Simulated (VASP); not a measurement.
GaN:

```
Ga N
1.0
     0.00000    2.25350    2.25350
     2.25350    0.00000    2.25350
     2.25350    2.25350    0.00000
Ga N
1 1
Direct
  0.00000 0.00000 0.00000
  0.25000 0.25000 0.25000
```

```yaml
Program: VASP 6.6.1
Task: relaxation of cell and atoms
Functional: PBE
Potentials_or_basis: VASP PAW PBE potentials, release 64 (Ga_d, N)
Cutoff: 600 eV
k_mesh: 10 × 10 × 10
Occupations: fermi-dirac, width 0.05 eV
Spin: no spin polarisation
```

At the start: pressure 4.9 GPa; volume 11.44 Å³/atom.

Task: How do energy, volume and symmetry change on relaxing?

Result: Over 3 steps the energy falls by 4.7 meV/atom and the volume is 11.76 Å³/atom (+2.8 %); space group F-43m (No. 216, to 0.05 Å).

The path:
```
step  energy change (eV)  largest force (eV/Å)  pressure (GPa)  volume (Å³)
   1              0.0000                0.0000            4.92        22.89
   2             -0.0029                0.0000           -3.73        24.07
   3             -0.0095                0.0000           -0.08        23.52
```

Final structure:
```xyz
2
Lattice="0.0000 2.2741 2.2741 2.2741 0.0000 2.2741 2.2741 2.2741 0.0000" Properties=species:S:1:pos:R:3 pbc="T T T"
Ga    0.0000    0.0000    0.0000
N     1.1371    1.1371    1.1371
```
